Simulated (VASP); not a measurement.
Crystal: RbBr3.

```
Rb Br
1.0
    -2.25857    2.25857    6.43700
     2.25857   -2.25857    6.43700
     2.25857    2.25857   -6.43700
Rb Br
1 3
Direct
  0.00000 0.00000 0.00000
  0.75000 0.25000 0.50000
  0.25000 0.75000 0.50000
  0.50000 0.50000 0.00000
```

Base run:

* Program: VASP 6.6.1
* Functional: PBE
* Potentials or basis: VASP PAW PBE potentials, release 64 (Rb_sv, Br)
* Cutoff: 500 eV
* k mesh: 14 × 14 × 14
* Occupations: gaussian, width 0.1 eV
* Spin: no spin polarisation

Its results: band gap on the k mesh zero (bands 15 and 16 overlap by 1.02 eV); pressure 0.7 GPa.

Task: The run is repeated on the same cell with these changes: occupations from gaussian, width 0.1 eV to gaussian, width 0.5 eV. What comes out?

Result: Band gap on the k mesh zero (bands 15 and 16 overlap by 1.21 eV); pressure 1.2 GPa.

Caveats: so wide a smearing shifts energies and pressures (at least some runs).
